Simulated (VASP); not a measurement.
# Zn (C2/c) in VASP: further runs

The runs below take Zn through single point, with BLYP.

Program: VASP 6.6.1. These are calculated values, not measurements. Logs are shortened: lines on timing, memory, paths and dates and some standing lists are left out, and cuts for length are marked.

**1. The cell of the first run**

The structure is monoclinic, space group C2/c (No. 15). Conventional cell: a = 2.601 Å, b = 7.424 Å, c = 3.751 Å, α = 90.00°, β = 91.06°, γ = 90.00°. Within 3.4 Å of Zn (site symmetry 2) lie 8 Zn at 2.60 to 2.83 Å.

**2. Single point, BLYP (18.11 Å³/atom)**

File INCAR:

```
SYSTEM = Zn
PREC = Accurate ; ENCUT = 520
EDIFF = 1E-6 ; ISMEAR = -1
SIGMA = 0.1 ; LREAL = .False.
LASPH = .True. ; NELM = 100
ALGO = Normal ; ISIF = 2
LWAVE = .False. ; LCHARG = .False.
GGA = B5 ; ALDAX = 1.0
AGGAX = 1.0 ; AGGAC = 1.0
ALDAC = 0.0 ; NBANDS = 19
```

File KPOINTS:

```
Automatic mesh
0
Gamma
  17 17 9
  0 0 0
```

File POSCAR:

```
Zn
1.0
   -2.7814697162      2.4680715445      1.2816799000
    2.4680715445     -2.7814697162      1.2816799000
    2.9184485751      2.9184485751     -1.8556692255
Zn
2
Direct
    0.9856353095      0.0143646905      1.0000000000
    0.7643646905      0.2356353095      0.5000000000
```

Potentials or basis: VASP PAW PBE potentials, release 64 (Zn).

On the command line:

```
$ cat potpaw_PBE.64/Zn/POTCAR > POTCAR
$ mpirun -np 1 vasp_std > vasp.out
```

OUTCAR:

```text
SYSTEM = Zn
   PREC = Accurate
   ENCUT = 520
   EDIFF = 1E-6
   ISMEAR = -1
   LREAL = .False.
   LASPH = .True.
   NELM = 100
   ISIF = 2
   GGA = B5

 ion  position               nearest neighbor table
   1  0.986  0.014  0.000-   2 2.79   2 2.79   2 2.80   2 2.80   2 2.83   2 2.83
   2  0.764  0.236  0.500-   1 2.79   1 2.79   1 2.80   1 2.80   1 2.83   1 2.83

  Warning from LATTYP: Got some problem with cell dimensions!
  Tried to take original basis but could not verify dimensions!
  LATTYP: Found a base centered monoclinic cell.
 ALAT       =     2.6013939133
 B/A-ratio  =     2.8538440138
 C/A-ratio  =     1.4420934818
 COS(beta)  =    -0.0185704849

  Lattice vectors:

 A1 = (   2.7814697162,  -2.4680715445,  -1.2816799000)
 A2 = (  -2.4680715445,   2.7814697162,  -1.2816799000)
 A3 = (   2.6050504034,   2.6050504034,   0.7076905745)

Analysis of symmetry for initial positions (statically):
=====================================================================
 Subroutine PRICEL returns:
 Original cell was already a primitive cell.

 Routine SETGRP: Setting up the symmetry group for a
 base centered monoclinic supercell.

 Subroutine GETGRP returns: Found  4 space group operations
 (whereof  2 operations were pure point group operations)
 out of a pool of  4 trial point group operations.

The static configuration has the point symmetry C_2 .
 The point group associated with its full space group is C_2h.

Analysis of symmetry for dynamics (positions and initial velocities):
=====================================================================
 Subroutine PRICEL returns:
 Original cell was already a primitive cell.

 Routine SETGRP: Setting up the symmetry group for a
 base centered monoclinic supercell.

 Subroutine GETGRP returns: Found  4 space group operations
 (whereof  2 operations were pure point group operations)
 out of a pool of  4 trial point group operations.

The dynamic configuration has the point symmetry C_2 .
 The point group associated with its full space group is C_2h.

 Subroutine INISYM returns: Found  4 space group operations
 (whereof  2 operations are pure point group operations),
 and found     1 'primitive' translations

----------------------------------------------------------------------------------------

                                     Primitive cell

  volume of cell :      36.2191

  direct lattice vectors                    reciprocal lattice vectors
    -2.781469716  2.468071544  1.281679900     0.039232688  0.229725524  0.422996027
     2.468071544 -2.781469716  1.281679900     0.229725524  0.039232688  0.422996027
     2.918448575  2.918448575 -1.855669226     0.185764968  0.185764968  0.045423511

  length of vectors
     3.933275263  3.933275263  4.525283687     0.482947885  0.482947885  0.266609343

  position of ions in fractional coordinates (direct lattice)
     0.985635309  0.014364691  1.000000000
     0.764364691  0.235635309  0.500000000

  ion indices of the primitive-cell ions
   primitive index   ion index
                 1           1
                 2           2

----------------------------------------------------------------------------------------

 KPOINTS: Automatic mesh

Automatic generation of k-mesh.
 Grid dimensions read from file:
 generate k-points for:   17   17    9

 Generating k-lattice:

  Cartesian coordinates                     Fractional coordinates (reciprocal lattice)
     0.002307805  0.013513266  0.024882119     0.058823529  0.000000000  0.000000000
     0.013513266  0.002307805  0.024882119     0.000000000  0.058823529  0.000000000
     0.020640552  0.020640552  0.005047057     0.000000000  0.000000000  0.111111111

  Length of vectors
     0.028408699  0.028408699  0.029623260

  Shift w.r.t. Gamma in fractional coordinates (k-lattice)
     0.000000000  0.000000000  0.000000000

 Subroutine IBZKPT returns following result:
 ===========================================

 Found    693 irreducible k-points:

 Following reciprocal coordinates:
            Coordinates               Weight
  0.000000  0.000000  0.000000      1.000000
  0.058824 -0.000000  0.000000      4.000000
  0.117647  0.000000  0.000000      4.000000
  0.176471 -0.000000  0.000000      4.000000
  0.235294  0.000000  0.000000      4.000000
  0.294118  0.000000  0.000000      4.000000
[... 16 lines left out ...]
 -0.176471  0.058824 -0.000000      4.000000
 -0.117647  0.058824 -0.000000      4.000000
 [... further k-points ...]
   k-points           NKPTS =    693   k-points in BZ     NKDIM =    693   number of bands    NBANDS=     19
   number of dos      NEDOS =    301   number of ions     NIONS =      2
   total plane-waves  NPLWV =  32400
   dimension x,y,z NGX =    30 NGY =   30 NGZ =   36
   dimension x,y,z NGXF=    60 NGYF=   60 NGZF=   72
   ions per type =               2
   NGX,Y,Z   is equivalent  to a cutoff of  12.68, 12.68, 13.23 a.u.
   NGXF,Y,Z  is equivalent  to a cutoff of  25.36, 25.36, 26.45 a.u.
 SYSTEM =  Zn
   PREC   = accura    normal or accurate (medium, high low for compatibility)
   ISTART =      0    job   : 0-new  1-cont  2-samecut
   ICHARG =      2    charge: 1-file 2-atom 10-const
   ISPIN  =      1    spin polarized calculation?
   LNONCOLLINEAR =      F non collinear calculations
   LSORBIT =      F    spin-orbit coupling
   LASPH  =      T    aspherical Exc in radial PAW
   ENCUT  =  520.0 eV  38.22 Ry    6.18 a.u.   7.31  7.31  8.41*2*pi/ulx,y,z
   NELM   =    100;   NELMIN=  2; NELMDL= -5     # of ELM steps
   EDIFF  = 0.1E-05   stopping-criterion for ELM
   LREAL  =      F    real-space projection
[... 7 lines left out ...]
   TEBEG  =    0.0;   TEEND  =   0.0 temperature during run
   PSTRESS=    0.0 pullay stress
   NELECT =      24.0000    total number of electrons
   NUPDOWN=      -1.0000    fix difference up-down
   EMIN   =  10.00;   EMAX   =-10.00  energy-range for DOS
   EFERMI =   0.00;   METHOD = LEGACY
   ISMEAR =    -1;   SIGMA  =   0.10  broadening in eV -4-tet -1-fermi 0-gaus
   EFERMI_NEDOS =   21; number of points for ismear=-14 and -15
   IALGO  =     38    algorithm
   IMIX   =      4    mixing-type and parameters
     AMIX     =   0.40;   BMIX     =  1.00
     AMIX_MAG =   1.60;   BMIX_MAG =  1.00
  volume/ion in A,a.u.               =      18.11       122.21
  Fermi-wavevector in a.u.,A,eV,Ry     =   1.427248  2.697108 27.715582  2.037038
  Thomas-Fermi vector in A             =   2.547438
   LORBIT       =      0    0 simple, 1 ext, 2 COOP (PROOUT), +10 PAW based schemes
   GGA     = B5    functional components
   LHFCALC =     F    Hartree Fock is set to
   AEXX    =    0.0000 exact exchange contribution
   IVDW    =     0    specifies the selected vdW correction
   LEPSILON=     F    determine dielectric tensor
   LRPA    =     F    only Hartree local field effects (RPA)
 non-spin polarized calculation
  energy-cutoff  :      520.00
  volume of cell :       36.22
 maximum number of plane-waves:       992
 NGX is ok and might be reduce to    30
   NGX = 15   NGY = 15   NGZ = 17

 number of electron      24.0000005 magnetization

 Free energy of the ion-electron system (eV)
  ---------------------------------------------------
  ext. energy  EPLUGINS =         0.00000000
  ---------------------------------------------------
  free energy    TOTEN  =        -0.68355111 eV

  energy without entropy =       -0.66079629  energy(sigma->0) =       -0.67217370

 E-fermi :   2.2451     XC(G=0): -10.0387

 val. band max:        2.2426441440   @ k =  -0.2353   0.0588   0.2222
 cond. band min:       2.2456755601   @ k =   0.4706   0.0588   0.0000
 fundamental gap:      0.0030314161
 Fermi energy:         2.2451210411

 k-point     1 :       0.0000    0.0000    0.0000
  band No.  band energies     occupation
      1      -6.7346      2.00000
      2      -5.7082      2.00000
      3      -5.5491      2.00000
      4      -5.5233      2.00000
      5      -5.4548      2.00000
      6      -4.8025      2.00000
[... 11 lines left out ...]
     18      17.2784      0.00000
     19      17.3439      0.00000

 k-point     2 :       0.0588   -0.0000    0.0000
  band No.  band energies     occupation
      1      -6.6084      2.00000
      2      -5.6779      2.00000
      3      -5.5403      2.00000
      4      -5.4968      2.00000
      5      -5.4333      2.00000
      6      -4.8382      2.00000
[... 11 lines left out ...]
     18      15.9879      0.00000
     19      17.0708      0.00000

 k-point     3 :       0.1176    0.0000    0.0000
  band No.  band energies     occupation
      1      -6.2376      2.00000
      2      -5.5985      2.00000
      3      -5.5004      2.00000
      4      -5.4326      2.00000
      5      -5.3689      2.00000
      6      -4.9386      2.00000
[... 11 lines left out ...]
     18      14.6168      0.00000
     19      15.3836      0.00000

 k-point     4 :       0.1765   -0.0000    0.0000
  band No.  band energies     occupation
      1      -5.6849      2.00000
      2      -5.5051      2.00000
      3      -5.4180      2.00000
      4      -5.3343      2.00000
      5      -5.2655      2.00000
      6      -5.0624      2.00000
[... 11 lines left out ...]
     18      13.7875      0.00000
     19      14.8375      0.00000

 k-point     5 :       0.2353    0.0000    0.0000
  band No.  band energies     occupation
      1      -5.4570      2.00000
      2      -5.3708      2.00000
      3      -5.3253      2.00000
      4      -5.2112      2.00000
      5      -5.1261      2.00000
      6      -5.0776      2.00000
[... 11 lines left out ...]
     18      12.8800      0.00000
     19      15.1358      0.00000
[... 334 lines left out ...]
      2      -5.3695      2.00000
      3      -5.3092      2.00000
      4      -5.2128      2.00000
      5      -5.1074      2.00000
      6      -5.0740      2.00000
[... 11 lines left out ...]
     18      13.3697      0.00000
     19      15.3347      0.00000

 k-point    22 :      -0.2353    0.0588   -0.0000
  band No.  band energies     occupation
      1      -5.6170      2.00000
      2      -5.4849      2.00000
      3      -5.3955      2.00000
      4      -5.3354      2.00000
      5      -5.2429      2.00000
      6      -5.0584      2.00000
[... 11 lines left out ...]
     18      14.4166      0.00000
     19      15.6027      0.00000

 k-point    23 :      -0.1765    0.0588   -0.0000
  band No.  band energies     occupation
      1      -6.1436      2.00000
      2      -5.6017      2.00000
      3      -5.4819      2.00000
      4      -5.4291      2.00000
      5      -5.3416      2.00000
      6      -4.9492      2.00000
[... 11 lines left out ...]
     18      14.9805      0.00000
     19      16.0283      0.00000

 k-point    24 :      -0.1176    0.0588   -0.0000
  band No.  band energies     occupation
      1      -6.5399      2.00000
      2      -5.6839      2.00000
      3      -5.5262      2.00000
      4      -5.4885      2.00000
      5      -5.4179      2.00000
      6      -4.8485      2.00000
[... 11 lines left out ...]
     18      15.5394      0.00000
     19      17.6051      0.00000

 [... further k-points ...]
[... 5 lines left out ...]
  --------------------------------------------------------------------------------------
  -------------------------------------------------------------------------------------
  Total        0.2649263      0.2649263      0.6911027      0.0748648     -0.0365291     -0.0365292
  in kB       11.7192159     11.7192159     30.5714533      3.3117016     -1.6158932     -1.6158961
  external PRESSURE =      18.0032951 kB  Pullay stress =       0.0000000 kB

 VOLUME and BASIS-vectors are now :
 -----------------------------------------------------------------------------
  energy-cutoff  :      520.00
  volume of cell :       36.22
      direct lattice vectors                 reciprocal lattice vectors
    -2.781469716  2.468071544  1.281679900     0.039232688  0.229725524  0.422996027
     2.468071544 -2.781469716  1.281679900     0.229725524  0.039232688  0.422996027
     2.918448575  2.918448575 -1.855669226     0.185764968  0.185764968  0.045423511

 POSITION                                       TOTAL-FORCE (eV/Angst)
 -----------------------------------------------------------------------------------
     -2.70606      2.39266      1.28168         0.005743     -0.005743      0.000000
     -0.08527      2.69032      0.35385        -0.005743      0.005743     -0.000000
 -----------------------------------------------------------------------------------
    total drift:                               -0.000000      0.000000     -0.000000

  FREE ENERGIE OF THE ION-ELECTRON SYSTEM (eV)
  ---------------------------------------------------
  free  energy   TOTEN  =        -0.6835511066 eV

  energy  without entropy=       -0.6607962949  energy(sigma->0) =       -0.67217370
```

Run time: 3.5 min. Hardware: 1 thread of Intel Xeon 6975P-C (Granite Rapids), shared host; peak memory 0.48 GiB.

What came out:

```
Free energy            : -0.6836 eV
Pressure               : 1.8 GPa
Largest force          : 0.008 eV/Å
Band gap on the k mesh : zero (bands 12 and 13 overlap by 5.65 eV)
```

Forces in eV/Å, atoms in the order of the input:
```
Zn   0.006 -0.006  0.000
Zn  -0.006  0.006  0.000
```

Stress tensor (GPa, compression positive):
```
 1.17  0.33 -0.16
 0.33  1.17 -0.16
-0.16 -0.16  3.06
```

Caveat: the PAW data sets were made with another functional, which shifts forces and pressure a little.

**3. Single point, BLYP (19.62 Å³/atom)**

This run uses another cell than the first one, of 19.62 Å³/atom.

File INCAR:

```
SYSTEM = Zn
PREC     = Accurate       ! precision mode
ENCUT    = 520            ! plane-wave cutoff, eV
EDIFF    = 1E-6           ! SCF threshold, eV
ISMEAR   = -1             ! smearing method
SIGMA    = 0.1            ! smearing width, eV
LREAL    = .False.        ! projectors in reciprocal space
LASPH    = .True.         ! aspherical terms in the spheres
NELM     = 100            ! most SCF steps
ALGO     = Normal         ! electronic algorithm
ISIF     = 2              ! what is computed and relaxed
LWAVE    = .False.        ! write WAVECAR
LCHARG   = .True.         ! write CHGCAR
GGA      = B5             ! functional
ALDAX    = 1.0          
AGGAX    = 1.0          
AGGAC    = 1.0          
ALDAC    = 0.0          
LELF     = .True.         ! ELF
LVHAR    = .True.       
NBANDS   = 19             ! bands
```

File KPOINTS:

```
regular mesh
0
Gamma
  17 17 9
  0 0 0
```

File POSCAR:

```
Zn
1.0
   -2.8566807259      2.5348082598      1.3163365561
    2.5348082598     -2.8566807259      1.3163365561
    2.9973634965      2.9973634965     -1.9058465671
Zn
2
Direct
    0.9856353095      0.0143646905      1.0000000000
    0.7643646905      0.2356353095      0.5000000000
```

Potentials or basis: VASP PAW PBE potentials, release 64 (Zn).

On the command line:

```
$ cat potpaw_PBE.64/Zn/POTCAR > POTCAR
$ mpirun -np 1 vasp_std > vasp.out
```

Run time: 3.8 min. Hardware: 1 thread of Intel Xeon 6975P-C (Granite Rapids), shared host; peak memory 0.5 GiB.

Results (log left out):

```
Free energy            : -0.6886 eV
Pressure               : -1.2 GPa
Largest force          : 0.011 eV/Å
Band gap on the k mesh : zero (bands 12 and 13 overlap by 5.21 eV)
```

Forces in eV/Å, atoms in the order of the input:
```
Zn   0.008 -0.008  0.000
Zn  -0.008  0.008  0.000
```

Stress tensor (GPa, compression positive):
```
-1.31  0.02 -0.01
 0.02 -1.31 -0.01
-0.01 -0.01 -0.97
```

Levels at points of the mesh, in eV from the Fermi level:
| k point | band 8 | band 9 | band 10 | band 11 | band 12 | band 13 | band 14 | band 15 | band 16 | band 17 |
| --- | --- | --- | --- | --- | --- | --- | --- | --- | --- | --- |
| (0.00, 0.00, 0.00) | -6.89 | -6.89 | -6.84 | -6.73 | 1.29 | 1.59 | 1.61 | 6.21 | 11.37 | 11.44 |

Caveat: the PAW data sets were made with another functional, which shifts forces and pressure a little.
